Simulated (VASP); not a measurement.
Write the native input for VASP 6.6.1 that does the following.

| Quantity | Value |
| --- | --- |
| Task | relaxation of cell and atoms |
| Functional | PBEsol |
| Dispersion | D4 |
| Potentials or basis | VASP PAW PBE potentials, release 64 (Cd, S) |
| Cutoff | 600 eV |
| k mesh | 7 × 7 × 4 |
| Occupations | fermi-dirac, width 0.05 eV |
| Spin | no spin polarisation |
| Dipole correction | no |
| Further INCAR settings | ALGO = Normal; EDIFF = 1e-06; IBRION = 2; EDIFFG = -0.01; NSW = 60; ISIF = 3 |

The structure of CdS lies in POSCAR:

```
CdS
1.0
    4.1500000000      0.0000000000      0.0000000000
   -2.0750000000      3.5940054257      0.0000000000
    0.0000000000      0.0000000000      6.7370000000
Cd S
2 2
Direct
    0.6666666667      0.3333333333      0.5000000000
    0.3333333333      0.6666666667      0.0000000000
    0.6666666667      0.3333333333      0.8750000000
    0.3333333333      0.6666666667      0.3750000000
```

The input as run:

INCAR

```
SYSTEM = CdS
ALGO = Normal
EDIFF = 1E-6
EDIFFG = -0.01
ENCUT = 600
GGA = PS
IBRION = 2
ISIF = 3
ISMEAR = -1
IVDW = 13
LASPH = .True.
LCHARG = .False.
LREAL = .False.
LWAVE = .False.
NELM = 60
NSW = 60
PREC = Accurate
SIGMA = 0.05
```

KPOINTS

```
k-points
0
Gamma
  7 7 4
  0 0 0
```

Potentials or basis: VASP PAW PBE potentials, release 64 (Cd, S).

Launch:

```bash
$ cat potpaw_PBE.64/Cd/POTCAR potpaw_PBE.64/S/POTCAR > POTCAR
$ mpirun -np 1 vasp_std > vasp.out
```

It gave:

```json
{
  "Relaxed volume": "24.39 Å³/atom",
  "Relaxed cell": "a = 4.103 Å, b = 4.103 Å, c = 6.689 Å, α = 90.00°, β = 90.00°, γ = 120.00°",
  "Space group after relaxing (to 0.1 Å)": "P6_3mc (No. 186)",
  "Energy gained by relaxing": "4.4 meV/atom",
  "Ionic steps": "10",
  "Pressure after relaxing": "0.0 GPa",
  "Band gap on the k mesh": "1.12 eV",
  "Dispersion energy per atom": "-0.188 eV"
}
```

Caveat: the PAW data sets were made with another functional, which shifts forces and pressure a little.

Run time: 7.3 min on 1 thread of AMD EPYC 7R13 (shared host), peak memory 0.26 GiB.
